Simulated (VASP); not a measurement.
Ni, 6 atoms in the cell. The cell holds a slab with vacuum, 6 atoms: a = 2.449 Å, b = 3.463 Å, c = 23.122 Å, α = 90.00°, β = 90.00°, γ = 90.00°. 

```yaml
Program: VASP 6.6.1
Task: single point
Functional: PBEsol
Potentials_or_basis: VASP PAW PBE potentials, release 64 (Ni)
Cutoff: 520 eV
k_mesh: 12 × 8 × 1
Occupations: gaussian, width 0.1 eV
Spin: collinear spin, ferromagnetic start
Starting_moments: "[0.73, 0.73, 0.73, 0.73, 0.73, 0.73] μB"
Dipole_correction: yes
Further_INCAR_settings: ALGO = Normal; EDIFF = 1e-06; NBANDS = 43
```

Potentials or basis: VASP PAW PBE potentials, release 64 (Ni).

The run is started by

```bash
$ cat potpaw_PBE.64/Ni/POTCAR > POTCAR
$ mpirun -np 1 vasp_std > vasp.out
```

Hardware: 1 thread of Oxide Virtual Turin-like Processor, on a shared host.

Question: How long does it take, and how much memory?

Answer: Run time: 43 min on 1 thread of Oxide Virtual Turin-like Processor, on a shared host, peak memory 0.58 GiB. Counts: scf iterations 47, k points 35.
